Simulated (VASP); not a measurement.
Al, 1 atom in the cell. The structure is cubic, space group Fm-3m (No. 225). The conventional cell has a = 3.322 Å, b = 3.322 Å, c = 3.322 Å, α = 90.00°, β = 90.00°, γ = 90.00°. Al (site symmetry m-3m) has 12 Al at 2.35 Å within 3.1 Å.  This cell differs from its parent crystal: volume scaled by 0.58.

* Program: VASP 6.6.1
* Task: single point
* Functional: LDA
* Potentials or basis: VASP PAW LDA potentials, release 64 (Al)
* Cutoff: 520 eV
* k mesh: 16 × 16 × 16
* Occupations: fermi-dirac, width 0.08 eV
* Spin: no spin polarisation
* Dipole correction: no
* Further INCAR settings: ALGO = Normal; EDIFF = 1e-07; NBANDS = 8

Potentials or basis: VASP PAW LDA potentials, release 64 (Al).

Launch:

```console
$ cat potpaw_LDA.64/Al/POTCAR > POTCAR
$ mpirun -np 1 vasp_std > vasp.out
```

Hardware: 1 thread of Intel(R) Xeon(R) 6975P-C (Granite Rapids) (shared host).

Q: Estimate the wall time of this run.

A: It took 3.9 s on 1 thread of Intel(R) Xeon(R) 6975P-C (Granite Rapids), on a shared host, peak memory 0.11 GiB. Counts: scf iterations 10, k points 145.
